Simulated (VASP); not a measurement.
# Mn (P6_3/mmc) in VASP: a series of runs

The runs below take Mn through single point, relaxation of cell and atoms, with PBE.

Program: VASP 6.6.1. These are calculated values, not measurements. Logs are shortened: lines on timing, memory, paths and dates and some standing lists are left out, and cuts for length are marked.

## (1) The cell of the first run

The structure is hexagonal, space group P6_3/mmc (No. 194). Conventional cell: a = 2.114 Å, b = 2.114 Å, c = 3.417 Å, α = 90.00°, β = 90.00°, γ = 120.00°. Within 2.8 Å of Mn (site symmetry -6m2) lie 12 Mn at 2.10 to 2.11 Å.

This isn't the form of Mn at room conditions, which is a 58-atom cubic cell.

## (2) Single point, PBE, collinear spin, ferromagnetic start (6.61 Å³/atom)

File INCAR:

```
PREC = Accurate
ENCUT = 520
EDIFF = 1E-7
ISMEAR = -1
SIGMA = 0.1
LREAL = False
LASPH = True
NELM = 150
ALGO = Normal
ISIF = 2
LWAVE = False
LCHARG = False
ISPIN = 2
MAGMOM = 3 3
LORBIT = 11
LMAXMIX = 4
GGA = PE
NBANDS = 24
```

File KPOINTS:

```
Automatic mesh
0
Gamma
  21 21 11
```

File POSCAR:

```
Mn
1.0
    2.1143959732      0.0000000000      0.0000000000
   -1.0571979866      1.8311206265      0.0000000000
    0.0000000000      0.0000000000      3.4167273588
Mn
2
Direct
    0.3333333333      0.6666666667      0.2500000000
    0.6666666667      0.3333333333      0.7500000000
```

Potentials or basis: VASP PAW PBE potentials, release 64 (Mn_pv).

Launch:

```bash
cat potpaw_PBE.64/Mn_pv/POTCAR > POTCAR
mpirun -np 1 vasp_std > vasp.out
```

OUTCAR:

```text
PREC = Accurate
   ENCUT = 520
   EDIFF = 1E-7
   ISMEAR = -1
   LREAL = False
   LASPH = True
   NELM = 150
   ISIF = 2
   ISPIN = 2
   LORBIT = 11
   GGA = PE

 ion  position               nearest neighbor table
   1  0.333  0.667  0.250-   2 2.10   2 2.10   2 2.10   2 2.10   2 2.10   2 2.10   2 2.98   2 2.98
                             2 2.98   2 2.98   2 2.98   2 2.98
   2  0.667  0.333  0.750-   1 2.10   1 2.10   1 2.10   1 2.10   1 2.10   1 2.10   1 2.98   1 2.98
                             1 2.98   1 2.98   1 2.98   1 2.98

  LATTYP: Found a hexagonal cell.
 ALAT       =     2.1143959732
 C/A-ratio  =     1.6159354265

  Lattice vectors:

 A1 = (   2.1143959732,   0.0000000000,   0.0000000000)
 A2 = (  -1.0571979866,   1.8311206265,   0.0000000000)
 A3 = (   0.0000000000,   0.0000000000,   3.4167273588)

Analysis of symmetry for initial positions (statically):
=====================================================================
 Subroutine PRICEL returns:
 Original cell was already a primitive cell.

 Routine SETGRP: Setting up the symmetry group for a
 hexagonal supercell.

 Subroutine GETGRP returns: Found 24 space group operations
 (whereof 12 operations were pure point group operations)
 out of a pool of 24 trial point group operations.

The static configuration has the point symmetry D_3d.
 The point group associated with its full space group is D_6h.

Analysis of symmetry for dynamics (positions and initial velocities):
=====================================================================
 Subroutine PRICEL returns:
 Original cell was already a primitive cell.

 Routine SETGRP: Setting up the symmetry group for a
 hexagonal supercell.

 Subroutine GETGRP returns: Found 24 space group operations
 (whereof 12 operations were pure point group operations)
 out of a pool of 24 trial point group operations.

The dynamic configuration has the point symmetry D_3d.
 The point group associated with its full space group is D_6h.

Analysis of structural, dynamic, and magnetic symmetry:
=====================================================================
 Subroutine PRICEL returns:
 Original cell was already a primitive cell.

 Routine SETGRP: Setting up the symmetry group for a
 hexagonal supercell.

 Subroutine GETGRP returns: Found 24 space group operations
 (whereof 12 operations were pure point group operations)
 out of a pool of 24 trial point group operations.

The overall configuration has the point symmetry D_3d.
 The point group associated with its full space group is D_6h.

 Subroutine INISYM returns: Found 24 space group operations
 (whereof 12 operations are pure point group operations),
 and found     1 'primitive' translations

----------------------------------------------------------------------------------------

                                     Primitive cell

  volume of cell :      13.2286

  direct lattice vectors                    reciprocal lattice vectors
     2.114395973  0.000000000  0.000000000     0.472948309  0.273056833  0.000000000
    -1.057197987  1.831120626  0.000000000     0.000000000  0.546113667  0.000000000
     0.000000000  0.000000000  3.416727359     0.000000000  0.000000000  0.292677728

  length of vectors
     2.114395973  2.114395973  3.416727359     0.546113667  0.546113667  0.292677728

  position of ions in fractional coordinates (direct lattice)
     0.333333333  0.666666667  0.250000000
     0.666666667  0.333333333  0.750000000

  ion indices of the primitive-cell ions
   primitive index   ion index
                 1           1
                 2           2

----------------------------------------------------------------------------------------

 KPOINTS: Automatic mesh

Automatic generation of k-mesh.
 Grid dimensions read from file:
 generate k-points for:   21   21   11

 Generating k-lattice:

  Cartesian coordinates                     Fractional coordinates (reciprocal lattice)
     0.022521348  0.013002706  0.000000000     0.047619048 -0.000000000  0.000000000
     0.000000000  0.026005413  0.000000000     0.000000000  0.047619048  0.000000000
     0.000000000  0.000000000  0.026607066     0.000000000  0.000000000  0.090909091

  Length of vectors
     0.026005413  0.026005413  0.026607066

  Shift w.r.t. Gamma in fractional coordinates (k-lattice)
     0.000000000  0.000000000  0.000000000

 Subroutine IBZKPT returns following result:
 ===========================================

 Found    288 irreducible k-points:

 Following reciprocal coordinates:
            Coordinates               Weight
  0.000000  0.000000  0.000000      1.000000
  0.047619 -0.000000  0.000000      6.000000
  0.095238 -0.000000  0.000000      6.000000
  0.142857 -0.000000  0.000000      6.000000
  0.190476 -0.000000  0.000000      6.000000
  0.238095  0.000000  0.000000      6.000000
[... 16 lines left out ...]
  0.142857  0.095238  0.000000     12.000000
  0.190476  0.095238  0.000000     12.000000
[... 86 lines left out ...]
[... 16 lines left out ...]
     23      50.9487      0.00000
     24      51.0201      0.00000

 k-point     2 :       0.0476   -0.0000    0.0000
  band No.  band energies     occupation
      1     -31.1412      1.00000
      2     -28.2884      1.00000
      3     -28.2485      1.00000
      4     -27.8762      1.00000
      5     -27.8231      1.00000
      6     -27.7822      1.00000
[... 16 lines left out ...]
     23      50.9464      0.00000
     24      51.0143      0.00000

 k-point     3 :       0.0952   -0.0000    0.0000
  band No.  band energies     occupation
      1     -31.0682      1.00000
      2     -28.4578      1.00000
      3     -28.3008      1.00000
      4     -28.0478      1.00000
      5     -27.8432      1.00000
      6     -27.8083      1.00000
[... 16 lines left out ...]
     23      50.9387      0.00000
     24      50.9976      0.00000
[... 514 lines left out ...]
 k-point    23 :       0.1429    0.0952    0.0000
  band No.  band energies     occupation
      1     -30.7264      1.00000
      2     -29.0969      1.00000
      3     -28.8987      1.00000
      4     -28.4118      1.00000
      5     -28.0057      1.00000
      6     -27.9436      1.00000
[... 16 lines left out ...]
     23      48.6263      0.00000
     24      50.8293      0.00000

 k-point    24 :       0.1905    0.0952    0.0000
  band No.  band energies     occupation
      1     -30.5400      1.00000
      2     -29.4430      1.00000
      3     -29.1770      1.00000
      4     -28.5618      1.00000
      5     -28.0785      1.00000
      6     -28.0274      1.00000
[... 16 lines left out ...]
     23      48.7527      0.00000
     24      50.3196      0.00000

 [... further k-points ...]

 spin component 2

 k-point     1 :       0.0000    0.0000    0.0000
  band No.  band energies     occupation
      1     -31.1659      1.00000
      2     -28.2302      1.00000
      3     -28.2302      1.00000
      4     -27.8164      1.00000
      5     -27.8164      1.00000
      6     -27.7736      1.00000
[... 16 lines left out ...]
     23      50.9487      0.00000
     24      51.0201      0.00000

 k-point     2 :       0.0476   -0.0000    0.0000
  band No.  band energies     occupation
      1     -31.1412      1.00000
      2     -28.2884      1.00000
      3     -28.2485      1.00000
      4     -27.8762      1.00000
      5     -27.8231      1.00000
      6     -27.7822      1.00000
[... 16 lines left out ...]
     23      50.9464      0.00000
     24      51.0143      0.00000

 k-point     3 :       0.0952   -0.0000    0.0000
  band No.  band energies     occupation
      1     -31.0682      1.00000
      2     -28.4578      1.00000
      3     -28.3008      1.00000
      4     -28.0478      1.00000
      5     -27.8432      1.00000
      6     -27.8083      1.00000
[... 16 lines left out ...]
     23      50.9387      0.00000
     24      50.9976      0.00000
[... 514 lines left out ...]
 k-point    23 :       0.1429    0.0952    0.0000
  band No.  band energies     occupation
      1     -30.7264      1.00000
      2     -29.0969      1.00000
      3     -28.8987      1.00000
      4     -28.4118      1.00000
      5     -28.0057      1.00000
      6     -27.9436      1.00000
[... 16 lines left out ...]
     23      48.6263      0.00000
     24      50.8293      0.00000

 k-point    24 :       0.1905    0.0952    0.0000
  band No.  band energies     occupation
      1     -30.5400      1.00000
      2     -29.4430      1.00000
      3     -29.1770      1.00000
      4     -28.5618      1.00000
      5     -28.0785      1.00000
      6     -28.0274      1.00000
[... 16 lines left out ...]
     23      48.7527      0.00000
     24      50.3196      0.00000

 [... further k-points ...]
[... 5 lines left out ...]
  --------------------------------------------------------------------------------------
  -------------------------------------------------------------------------------------
  Total       31.8715022     31.8715022     31.5050045      0.0000000     -0.0000000      0.0000000
  in kB     3860.1085112   3860.1085114   3815.7202333      0.0000000     -0.0000000      0.0000000
  external PRESSURE =    3845.3124186 kB  Pullay stress =       0.0000000 kB

 VOLUME and BASIS-vectors are now :
 -----------------------------------------------------------------------------
  energy-cutoff  :      520.00
  volume of cell :       13.23
      direct lattice vectors                 reciprocal lattice vectors
     2.114395973  0.000000000  0.000000000     0.472948309  0.273056833  0.000000000
    -1.057197987  1.831120626  0.000000000     0.000000000  0.546113667  0.000000000
     0.000000000  0.000000000  3.416727359     0.000000000  0.000000000  0.292677728

 POSITION                                       TOTAL-FORCE (eV/Angst)
 -----------------------------------------------------------------------------------
     -0.00000      1.22075      0.85418        -0.000000      0.000000      0.000000
      1.05720      0.61037      2.56255         0.000000      0.000000      0.000000
 -----------------------------------------------------------------------------------
    total drift:                               -0.000000      0.000000     -0.000000

  FREE ENERGIE OF THE ION-ELECTRON SYSTEM (eV)
  ---------------------------------------------------
  free  energy   TOTEN  =       -11.4959847033 eV

  energy  without entropy=      -11.4455687164  energy(sigma->0) =      -11.47077671

 total charge

# of ion       s       p       d       tot
------------------------------------------
    1        0.680   6.818   5.996  13.495
    2        0.680   6.818   5.996  13.495
--------------------------------------------------
tot          1.360  13.636  11.993  26.989

 magnetization (x)

# of ion       s       p       d       tot
------------------------------------------
    1        0.000   0.000  -0.000   0.000
    2        0.000   0.000  -0.000   0.000
--------------------------------------------------
tot          0.000   0.000  -0.000   0.000
```

Run time: 6 min. Hardware: 1 thread of AMD EPYC, shared host; peak memory 0.19 GiB.

Results:

| Property | Result |
| --- | --- |
| Free energy | -11.4960 eV |
| Pressure | 384.5 GPa |
| Band gap on the k mesh | zero (filled and empty bands overlap) |
| Net moment | 0.00 μB per cell |

Caveat: atoms lie so close that the PAW spheres overlap strongly, which falsifies energies and pressures; the cell stands under pressure; the moments typed at the start vanished in this run.

## (3) Single point, PBE, collinear spin, ferromagnetic start

This run uses another cell than the first one, of 6.63 Å³/atom.

File INCAR:

```
PREC = Accurate
ENCUT = 520
EDIFF = 1E-7
ISMEAR = -1
SIGMA = 0.1
LREAL = F
LASPH = T
NELM = 150
ALGO = Normal
ISIF = 2
LWAVE = F
LCHARG = T
ISPIN = 2
MAGMOM = 3 3
LORBIT = 11
LMAXMIX = 4
GGA = PE
LELF = T
LVHAR = T
NBANDS = 24
```

KPOINTS is that of step 2.

File POSCAR:

```
Mn
1.0
    2.1187717023      0.0000000000      0.0000000000
   -1.0593858512      1.8349101190      0.0000000000
    0.0000000000      0.0000000000      3.4095676533
Mn
2
Direct
    0.3333333333      0.6666666667      0.2500000000
    0.6666666667      0.3333333333      0.7500000000
```

Potentials or basis: VASP PAW PBE potentials, release 64 (Mn_pv).

Launch:

```bash
cat potpaw_PBE.64/Mn_pv/POTCAR > POTCAR
mpirun -np 1 vasp_std > vasp.out
```

Wall time 5 min (1 thread of AMD EPYC, shared host); peak memory 0.19 GiB.

It converged, with:

| Quantity | Value |
| --- | --- |
| Free energy | -11.5609 eV |
| Pressure | 381.2 GPa |
| Band gap on the k mesh | zero (filled and empty bands overlap) |
| Net moment | 0.00 μB per cell |

Stress tensor (GPa, compression positive):
```
380.87   0.00   0.00
  0.00 380.87   0.00
  0.00   0.00 381.88
```

Levels at points of the mesh, in eV from the Fermi level:
Spin up:
```csv
k point,band 9,band 10,band 11,band 12,band 13,band 14,band 15,band 16,band 17,band 18
"(0.00, 0.00, 0.00)",-2.16,-2.16,-2.06,-1.14,-1.14,-0.18,-0.18,2.73,2.95,2.95
```
Spin down:
```csv
k point,band 9,band 10,band 11,band 12,band 13,band 14,band 15,band 16,band 17,band 18
"(0.00, 0.00, 0.00)",-2.16,-2.16,-2.06,-1.14,-1.14,-0.18,-0.18,2.73,2.95,2.95
```

Caveat: atoms lie so close that the PAW spheres overlap strongly, which falsifies energies and pressures; the cell stands under pressure; the moments typed at the start vanished in this run.

## (4) Single point, PBE, collinear spin, ferromagnetic start

This run uses another cell than the first one, of 6.63 Å³/atom.

File INCAR:

```
SYSTEM = Mn
  ALGO = Normal
  EDIFF = 1E-7
  ENCUT = 520
  GGA = PE
  ISIF = 2
  ISMEAR = -1
  ISPIN = 2
  LASPH = .TRUE.
  LCHARG = .FALSE.
  LMAXMIX = 4
  LORBIT = 11
  LREAL = .FALSE.
  LWAVE = .FALSE.
  MAGMOM = 3 3
  NBANDS = 24
  NELM = 150
  PREC = Accurate
  SIGMA = 0.1
```

File KPOINTS:

```
k-points
0
G
  21 21 11
  0 0 0
```

File POSCAR:

```
Mn
1.0
    2.1189489661      0.0000000000      0.0000000000
   -1.0594744831      1.8350636340      0.0000000000
    0.0000000000      0.0000000000      3.4099075595
Mn
2
Direct
    0.3333333333      0.6666666667      0.2500000000
    0.6666666667      0.3333333333      0.7500000000
```

Launch:

```bash
cat potpaw_PBE.64/Mn_pv/POTCAR > POTCAR
mpirun -np 1 vasp_std > vasp.out
```

It took 4.6 min on 1 thread of AMD EPYC, shared host; peak memory 0.2 GiB.

It converged, with:

```yaml
Free_energy: -11.5693 eV
Pressure: 380.8 GPa
Band_gap_on_the_k_mesh: zero (filled and empty bands overlap)
Net_moment: 0.00 μB per cell
```

Stress tensor (GPa, compression positive):
```
380.45   0.00   0.00
  0.00 380.45   0.00
  0.00   0.00 381.45
```

Levels at points of the mesh, in eV from the Fermi level:
Spin up:
```tsv
k point	band 9	band 10	band 11	band 12	band 13	band 14	band 15	band 16	band 17	band 18
(0.00, 0.00, 0.00)	-2.16	-2.16	-2.06	-1.14	-1.14	-0.18	-0.18	2.73	2.95	2.95
```
Spin down:
```
           k point  band 11  band 12  band 13  band 14  band 15  band 16
(0.00, 0.00, 0.00)    -2.06    -1.14    -1.14    -0.18    -0.18     2.73
```

Caveat: atoms lie so close that the PAW spheres overlap strongly, which falsifies energies and pressures; the cell stands under pressure; the moments typed at the start vanished in this run.

## (5) Relaxation of cell and atoms, PBE, collinear spin, ferromagnetic start

This run uses another cell than the first one, of 11.04 Å³/atom.

File INCAR:

```
SYSTEM = Mn
PREC = Accurate
ENCUT = 600
EDIFF = 1E-7
ISMEAR = -1
SIGMA = 0.1
LREAL = .False.
LASPH = .True.
NELM = 150
ALGO = Normal
ISIF = 3
LWAVE = .False.
LCHARG = .False.
ISPIN = 2
MAGMOM = 3 3
LORBIT = 11
LMAXMIX = 4
GGA = PE
IBRION = 2
NSW = 60
EDIFFG = -0.005
```

File KPOINTS:

```
Automatic mesh
0
Gamma
  21 21 11
  0 0 0
```

File POSCAR:

```
Mn
1.0
    2.5059439958      0.0000000000      0.0000000000
   -1.2529719979      2.1702111608      0.0000000000
    0.0000000000      0.0000000000      4.0596292732
Mn
2
Direct
    0.3333333333      0.6666666667      0.2500000000
    0.6666666667      0.3333333333      0.7500000000
```

Launch:

```bash
cat potpaw_PBE.64/Mn_pv/POTCAR > POTCAR
mpirun -np 1 vasp_std > vasp.out
```

It took 5.6 min on 1 thread of Intel Xeon 6975P-C (Granite Rapids), shared host; peak memory 0.33 GiB.

The run converged. Its results:

```
Free energy                                           : -17.9351 eV
Relaxed volume                                        : 10.71 Å³/atom
Relaxed cell                                          : a = 2.483 Å, b = 2.483 Å, c = 4.011 Å, α = 90.00°, β = 90.00°, γ = 120.00°
Space group after relaxing (to 0.1 Å)                 : P6_3/mmc (No. 194)
Energy gained by relaxing                             : 8.2 meV/atom
Ionic steps                                           : 5
Pressure after relaxing                               : 0.1 GPa
Band gap on the k mesh                                : zero (filled and empty bands overlap)
Net moment                                            : 0.00 μB per cell
Valence electrons inside the program's atomic spheres : Mn 11.99
```

The path:
| step | energy change (eV) | largest force (eV/Å) | pressure (GPa) | volume (Å³) |
| --- | --- | --- | --- | --- |
| 1 | 0.0000 | 0.0000 | -7.80 | 22.08 |
| 2 | 0.0301 | 0.0000 | 15.23 | 20.40 |
| 3 | -0.0164 | 0.0000 | -0.10 | 21.44 |
| 4 | -0.0164 | 0.0000 | 0.07 | 21.42 |
| 5 | -0.0164 | 0.0000 | 0.06 | 21.42 |

Final structure:
```
Mn
1.0
     2.48340    0.00000    0.00000
    -1.24170    2.15069    0.00000
     0.00000    0.00000    4.01117
Mn
2
Direct
  0.33333 0.66667 0.25000
  0.66667 0.33333 0.75000
```

Levels at points of the mesh, in eV from the Fermi level:
Spin up:
| k point | band 9 | band 10 | band 11 | band 12 | band 13 | band 14 | band 15 | band 16 | band 17 | band 18 |
| --- | --- | --- | --- | --- | --- | --- | --- | --- | --- | --- |
| (0.00, 0.00, 0.00) | -0.96 | -0.96 | -0.96 | -0.48 | -0.48 | 0.04 | 0.04 | 0.76 | 1.61 | 1.61 |
Spin down:
```tsv
k point	band 11	band 12	band 13	band 14	band 15	band 16
(0.00, 0.00, 0.00)	-0.96	-0.48	-0.48	0.04	0.04	0.76
```

Caveat: the moments typed at the start vanished in this run.

## (6) Single point, PBE, collinear spin, ferromagnetic start

This run uses another cell than the first one, of 10.72 Å³/atom.

File INCAR:

```
PREC = Accurate
ENCUT = 520
EDIFF = 1E-6
ISMEAR = -1
SIGMA = 0.1
LREAL = False
LASPH = True
NELM = 150
ALGO = Normal
ISIF = 2
LWAVE = False
LCHARG = True
ISPIN = 2
MAGMOM = 3 3
LORBIT = 11
LMAXMIX = 4
GGA = PE
LELF = True
LVHAR = True
NBANDS = 24
```

File KPOINTS:

```
regular mesh
0
Gamma
  21 21 11
```

File POSCAR:

```
Mn
1.0
    2.4836549984      0.0000000000      0.0000000000
   -1.2418274992      2.1509083228      0.0000000000
    0.0000000000      0.0000000000      4.0134260991
Mn
2
Direct
    0.3333333333      0.6666666667      0.2500000000
    0.6666666667      0.3333333333      0.7500000000
```

Potentials or basis: VASP PAW PBE potentials, release 64 (Mn_pv).

Launch:

```bash
cat potpaw_PBE.64/Mn_pv/POTCAR > POTCAR
mpirun -np 1 vasp_std > vasp.out
```

It took 5.4 min on 1 thread of Intel Xeon 8259CL, shared host; peak memory 0.29 GiB.

It converged, with:

* Free energy: -17.9350 eV
* Pressure: -0.1 GPa
* Band gap on the k mesh: zero (filled and empty bands overlap)
* Net moment: 0.00 μB per cell
* Valence electrons inside the program's atomic spheres: Mn 11.99

Stress tensor (GPa, compression positive):
```
-0.09  0.00  0.00
 0.00 -0.09  0.00
 0.00  0.00 -0.26
```

Levels at points of the mesh, in eV from the Fermi level:
Spin up:
```tsv
k point	band 10	band 11	band 12	band 13	band 14	band 15	band 16	band 17
(0.00, 0.00, 0.00)	-0.96	-0.96	-0.48	-0.48	0.04	0.04	0.75	1.61
```
Spin down:
```tsv
k point	band 9	band 10	band 11	band 12	band 13	band 14	band 15	band 16	band 17	band 18
(0.00, 0.00, 0.00)	-0.96	-0.96	-0.96	-0.48	-0.48	0.04	0.04	0.75	1.61	1.61
```

Caveat: the moments typed at the start vanished in this run.
